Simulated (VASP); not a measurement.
# GdO (P-6m2) in VASP: a series of runs

The runs below take GdO through single point, density of states, with LDA+U, revPBE, BLYP.

Everything below comes from runs of VASP 6.6.1. Logs are shortened: lines on timing, memory, paths and dates and some standing lists are left out, and cuts for length are marked.

## (1) The cell of the first run

Symmetry: P-6m2, No. 187, hexagonal system. The conventional cell has a = 3.113 Å, b = 3.113 Å, c = 3.038 Å, α = 90.00°, β = 90.00°, γ = 120.00°. Within 3.1 Å of Gd (site symmetry -6m2) lie 6 O at 2.35 Å and 2 Gd at 3.04 Å. O (site symmetry -6m2) has 6 Gd at 2.35 Å and 2 O at 3.04 Å within 3.1 Å.

## (2) Single point, LDA+U, collinear spin, ferromagnetic start

The input, INCAR:

```
SYSTEM = GdO
  PREC = Accurate
  ENCUT = 520
  EDIFF = 1E-6
  ISMEAR = -1
  SIGMA = 0.05
  LREAL = .False.
  LASPH = .True.
  NELM = 150
  ALGO = Normal
  ISIF = 2
  LWAVE = .False.
  LCHARG = .True.
  ISPIN = 2
  MAGMOM = 7 0
  LORBIT = 11
  LMAXMIX = 6
  LDAU = .True.
  LDAUTYPE = 2
  LDAUL = 3 -1
  LDAUU = 4 0
  LDAUJ = 0 0
  LDAUPRINT = 1
  GGA = CA
  LELF = .True.
  LVHAR = .True.
  NBANDS = 23
```

The input, KPOINTS:

```
Automatic mesh
0
Gamma
  10 10 9
  0 0 0
```

The input, POSCAR:

```
GdO
1.0
    3.1132995800      0.0000000000      0.0000000000
   -1.5566497900      2.6961965200      0.0000000000
    0.0000000000      0.0000000000      3.0384261400
Gd O
1 1
Direct
    0.0000000000      0.0000000000      0.0000000000
    0.6666666667      0.3333333333      0.5000000000
```

Potentials or basis: VASP PAW PBE potentials, release 64 (Gd, O).

Run with:

```
$ cat potpaw_PBE.64/Gd/POTCAR potpaw_PBE.64/O/POTCAR > POTCAR
$ mpirun -np 1 vasp_std > vasp.out
```

OUTCAR:

```text
SYSTEM = GdO
   PREC = Accurate
   ENCUT = 520
   EDIFF = 1E-6
   ISMEAR = -1
   LREAL = .False.
   LASPH = .True.
   NELM = 150
   ISIF = 2
   ISPIN = 2
   LORBIT = 11
   GGA = CA

 ion  position               nearest neighbor table
   1  0.000  0.000  0.000-   2 2.35   2 2.35   2 2.35   2 2.35   2 2.35   2 2.35
   2  0.667  0.333  0.500-   1 2.35   1 2.35   1 2.35   1 2.35   1 2.35   1 2.35

  LATTYP: Found a hexagonal cell.
 ALAT       =     3.1132995800
 C/A-ratio  =     0.9759504545

  Lattice vectors:

 A1 = (   3.1132995800,   0.0000000000,   0.0000000000)
 A2 = (  -1.5566497900,   2.6961965200,   0.0000000000)
 A3 = (   0.0000000000,   0.0000000000,   3.0384261400)

Analysis of symmetry for initial positions (statically):
=====================================================================
 Subroutine PRICEL returns:
 Original cell was already a primitive cell.

 Routine SETGRP: Setting up the symmetry group for a
 hexagonal supercell.

 Subroutine GETGRP returns: Found 12 space group operations
 (whereof 12 operations were pure point group operations)
 out of a pool of 24 trial point group operations.

The static configuration has the point symmetry D_3h.

Analysis of symmetry for dynamics (positions and initial velocities):
=====================================================================
 Subroutine PRICEL returns:
 Original cell was already a primitive cell.

 Routine SETGRP: Setting up the symmetry group for a
 hexagonal supercell.

 Subroutine GETGRP returns: Found 12 space group operations
 (whereof 12 operations were pure point group operations)
 out of a pool of 24 trial point group operations.

The dynamic configuration has the point symmetry D_3h.

Analysis of structural, dynamic, and magnetic symmetry:
=====================================================================
 Subroutine PRICEL returns:
 Original cell was already a primitive cell.

 Routine SETGRP: Setting up the symmetry group for a
 hexagonal supercell.

 Subroutine GETGRP returns: Found 12 space group operations
 (whereof 12 operations were pure point group operations)
 out of a pool of 24 trial point group operations.

The overall configuration has the point symmetry D_3h.

 Subroutine INISYM returns: Found 12 space group operations
 (whereof 12 operations are pure point group operations),
 and found     1 'primitive' translations

----------------------------------------------------------------------------------------

                                     Primitive cell

  volume of cell :      25.5048

  direct lattice vectors                    reciprocal lattice vectors
[... 110 lines left out ...]
  Thomas-Fermi vector in A             =   2.700783
   LORBIT       =     11    0 simple, 1 ext, 2 COOP (PROOUT), +10 PAW based schemes
 LDA+U is selected, type is set to LDAUTYPE =  2
   angular momentum for each species LDAUL =     3   -1
   U (eV)           for each species LDAUU =   4.0  0.0
   J (eV)           for each species LDAUJ =   0.0  0.0
   GGA     = CA    functional components
   LHFCALC =     F    Hartree Fock is set to
   AEXX    =    0.0000 exact exchange contribution
   IVDW    =     0    specifies the selected vdW correction
   LEPSILON=     F    determine dielectric tensor
   LRPA    =     F    only Hartree local field effects (RPA)
 spin polarized calculation
  energy-cutoff  :      520.00
  volume of cell :       25.50
 maximum number of plane-waves:       701
 NGX is ok and might be reduce to    24
   NGX = 11   NGY = 11   NGZ = 11

atom =   1  type =  1  l = 3

 onsite density matrix

spin component  1

  0.9901 -0.0000 -0.0000  0.0000  0.0000  0.0000  0.0000
 -0.0000  0.9932 -0.0000  0.0000 -0.0000  0.0000 -0.0000
 -0.0000 -0.0000  0.9905 -0.0000 -0.0000  0.0000 -0.0000
  0.0000  0.0000 -0.0000  0.9897  0.0000 -0.0000  0.0000
  0.0000 -0.0000 -0.0000  0.0000  0.9905 -0.0000 -0.0000
  0.0000  0.0000  0.0000 -0.0000 -0.0000  0.9932  0.0000
  0.0000 -0.0000 -0.0000  0.0000 -0.0000  0.0000  0.9878

spin component  2

  0.0107 -0.0000 -0.0000 -0.0000  0.0000  0.0000 -0.0000
 -0.0000  0.0116 -0.0000  0.0000 -0.0000 -0.0000 -0.0000
 -0.0000 -0.0000  0.0095 -0.0000  0.0000  0.0000  0.0000
 -0.0000  0.0000 -0.0000  0.0105  0.0000 -0.0000 -0.0000
  0.0000 -0.0000  0.0000  0.0000  0.0095  0.0000 -0.0000
  0.0000 -0.0000  0.0000 -0.0000  0.0000  0.0116  0.0000
 -0.0000 -0.0000  0.0000 -0.0000 -0.0000  0.0000  0.0047

 occupancies and eigenvectors

  o =  0.0047  v =  0.0000  0.0000  0.0000  0.0000  0.0000  0.0000  0.0000 -0.0000 -0.0000  0.0000  0.0000 -0.0000  0.0000 -1.0000      0.0000  0.0000  0.0000  0.0000  0.0000  0.0000  0.0000  0.0000  0.0000  0.0000  0.0000  0.0000  0.0000  0.0000
  o =  0.0095  v =  0.0000  0.0000  0.0000  0.0000  0.0000  0.0000  0.0000 -0.0000 -0.0000 -1.0000 -0.0000  0.0000  0.0000 -0.0000      0.0000  0.0000  0.0000  0.0000  0.0000  0.0000  0.0000  0.0000  0.0000  0.0000  0.0000  0.0000  0.0000  0.0000
  o =  0.0095  v =  0.0000  0.0000  0.0000  0.0000  0.0000  0.0000  0.0000 -0.0000 -0.0000 -0.0000  0.0000 -1.0000  0.0000  0.0000      0.0000  0.0000  0.0000  0.0000  0.0000  0.0000  0.0000  0.0000  0.0000  0.0000  0.0000  0.0000  0.0000  0.0000
  o =  0.0105  v =  0.0000  0.0000  0.0000  0.0000  0.0000  0.0000  0.0000  0.0000  0.0000  0.0000 -1.0000  0.0000 -0.0000 -0.0000      0.0000  0.0000  0.0000  0.0000  0.0000  0.0000  0.0000  0.0000  0.0000  0.0000  0.0000  0.0000  0.0000  0.0000
  o =  0.0107  v =  0.0000  0.0000  0.0000  0.0000  0.0000  0.0000  0.0000  1.0000  0.0000 -0.0000  0.0000  0.0000 -0.0000 -0.0000      0.0000  0.0000  0.0000  0.0000  0.0000  0.0000  0.0000  0.0000  0.0000  0.0000  0.0000  0.0000  0.0000  0.0000
  o =  0.0116  v =  0.0000  0.0000  0.0000  0.0000  0.0000  0.0000  0.0000  0.0000  0.3026 -0.0000 -0.0000  0.0000  0.9531 -0.0000      0.0000  0.0000  0.0000  0.0000  0.0000  0.0000  0.0000  0.0000  0.0000  0.0000  0.0000  0.0000  0.0000  0.0000
  o =  0.0116  v =  0.0000  0.0000  0.0000  0.0000  0.0000  0.0000  0.0000  0.0000 -0.9531  0.0000 -0.0000  0.0000  0.3026  0.0000      0.0000  0.0000  0.0000  0.0000  0.0000  0.0000  0.0000  0.0000  0.0000  0.0000  0.0000  0.0000  0.0000  0.0000
  o =  0.9878  v =  0.0000  0.0000 -0.0000 -0.0000 -0.0000 -0.0000 -1.0000  0.0000  0.0000  0.0000  0.0000  0.0000  0.0000  0.0000      0.0000  0.0000  0.0000  0.0000  0.0000  0.0000  0.0000  0.0000  0.0000  0.0000  0.0000  0.0000  0.0000  0.0000
  o =  0.9897  v = -0.0000  0.0000  0.0000  1.0000 -0.0000  0.0000 -0.0000  0.0000  0.0000  0.0000  0.0000  0.0000  0.0000  0.0000      0.0000  0.0000  0.0000  0.0000  0.0000  0.0000  0.0000  0.0000  0.0000  0.0000  0.0000  0.0000  0.0000  0.0000
  o =  0.9901  v =  1.0000  0.0000  0.0000  0.0000 -0.0000 -0.0000  0.0000  0.0000  0.0000  0.0000  0.0000  0.0000  0.0000  0.0000      0.0000  0.0000  0.0000  0.0000  0.0000  0.0000  0.0000  0.0000  0.0000  0.0000  0.0000  0.0000  0.0000  0.0000
  o =  0.9905  v =  0.0000 -0.0000 -1.0000  0.0000 -0.0000  0.0000  0.0000  0.0000  0.0000  0.0000  0.0000  0.0000  0.0000  0.0000      0.0000  0.0000  0.0000  0.0000  0.0000  0.0000  0.0000  0.0000  0.0000  0.0000  0.0000  0.0000  0.0000  0.0000
  o =  0.9905  v =  0.0000  0.0000 -0.0000  0.0000  1.0000  0.0000 -0.0000  0.0000  0.0000  0.0000  0.0000  0.0000  0.0000  0.0000      0.0000  0.0000  0.0000  0.0000  0.0000  0.0000  0.0000  0.0000  0.0000  0.0000  0.0000  0.0000  0.0000  0.0000
  o =  0.9932  v =  0.0000 -0.9984  0.0000  0.0000  0.0000 -0.0561 -0.0000  0.0000  0.0000  0.0000  0.0000  0.0000  0.0000  0.0000      0.0000  0.0000  0.0000  0.0000  0.0000  0.0000  0.0000  0.0000  0.0000  0.0000  0.0000  0.0000  0.0000  0.0000
  o =  0.9932  v = -0.0000  0.0561 -0.0000  0.0000  0.0000 -0.9984  0.0000  0.0000  0.0000  0.0000  0.0000  0.0000  0.0000  0.0000      0.0000  0.0000  0.0000  0.0000  0.0000  0.0000  0.0000  0.0000  0.0000  0.0000  0.0000  0.0000  0.0000  0.0000

 number of electron      23.9999996 magnetization       7.3735896

 Free energy of the ion-electron system (eV)
  ---------------------------------------------------
  ext. energy  EPLUGINS =         0.00000000
  ---------------------------------------------------
  free energy    TOTEN  =       -22.37200851 eV

  energy without entropy =      -22.36373420  energy(sigma->0) =      -22.36787135

 E-fermi :   6.8739     XC(G=0): -13.0280

 val. band max:        6.8477800453   @ k =   0.2000   0.0000   0.2222
 cond. band min:       6.8897341687   @ k =   0.2000   0.2000   0.3333
 fundamental gap:      0.0419541234
 Fermi energy:         6.8739413047

 spin component 1

 k-point     1 :       0.0000    0.0000    0.0000
  band No.  band energies     occupation
      1     -38.4598      1.00000
      2     -15.3611      1.00000
      3     -15.1496      1.00000
      4     -15.1496      1.00000
      5     -13.4488      1.00000
      6      -0.1662      1.00000
[... 1241 lines left out ...]
     22      20.8521      0.00000
     23      22.6688      0.00000

 [... further k-points ...]
[... 5 lines left out ...]
  --------------------------------------------------------------------------------------
  -------------------------------------------------------------------------------------
  Total        3.4331545      3.4331545      3.0347699      0.0000000     -0.0000000      0.0000000
  in kB      215.6665509    215.6665500    190.6405165      0.0000000     -0.0000000      0.0000000
  external PRESSURE =     207.3245392 kB  Pullay stress =       0.0000000 kB

 VOLUME and BASIS-vectors are now :
 -----------------------------------------------------------------------------
  energy-cutoff  :      520.00
  volume of cell :       25.50
      direct lattice vectors                 reciprocal lattice vectors
     3.113299580  0.000000000  0.000000000     0.321202626  0.185446423  0.000000000
    -1.556649790  2.696196520  0.000000000     0.000000000  0.370892846  0.000000000
     0.000000000  0.000000000  3.038426140     0.000000000  0.000000000  0.329117758

 POSITION                                       TOTAL-FORCE (eV/Angst)
 -----------------------------------------------------------------------------------
      0.00000      0.00000      0.00000         0.000000     -0.000000      0.000000
      1.55665      0.89873      1.51921        -0.000000      0.000000      0.000000
 -----------------------------------------------------------------------------------
    total drift:                               -0.000000     -0.000000      0.000000

  FREE ENERGIE OF THE ION-ELECTRON SYSTEM (eV)
  ---------------------------------------------------
  free  energy   TOTEN  =       -22.3720085052 eV

  energy  without entropy=      -22.3637342037  energy(sigma->0) =      -22.36787135

 total charge

# of ion       s       p       d       f       tot
--------------------------------------------------
    1        2.033   5.607   0.811   6.993  15.445
    2        1.548   3.472   0.000   0.000   5.021
--------------------------------------------------
tot          3.581   9.079   0.811   6.993  20.466

 magnetization (x)

# of ion       s       p       d       f       tot
--------------------------------------------------
    1        0.007  -0.044   0.196   6.862   7.021
    2       -0.003  -0.021   0.000   0.000  -0.024
--------------------------------------------------
tot          0.004  -0.065   0.196   6.862   6.997
```

Run time: 79 s. Hardware: 1 thread of AMD EPYC 9R45 (Zen 5), shared host; peak memory 0.16 GiB.

Results:

| Property | Result |
| --- | --- |
| Free energy | -22.3720 eV |
| Pressure | 20.7 GPa |
| Net moment | 7.37 μB per cell |
| Site moments | Gd +7.02; O -0.02 μB |
| Valence electrons inside the program's atomic spheres | Gd 15.45; O 5.02 |

Eigenvalues of the final occupation matrices:
```
    site  spin  trace                         eigenvalues
site 1 f     1   6.93  0.99 0.99 0.99 0.99 0.99 0.99 0.99
site 1 f     2   0.07  0.00 0.01 0.01 0.01 0.01 0.01 0.01
```

Caveat: the PAW data sets were made with another functional, which shifts forces and pressure a little; spin-orbit coupling is left out, which moves the levels of the heavy elements; a cell with one magnetic atom can't hold antiferromagnetic order, which such compounds often take. The state reached can hang on the start; a lower one may exist.

(Continued in part 2 of 2.)
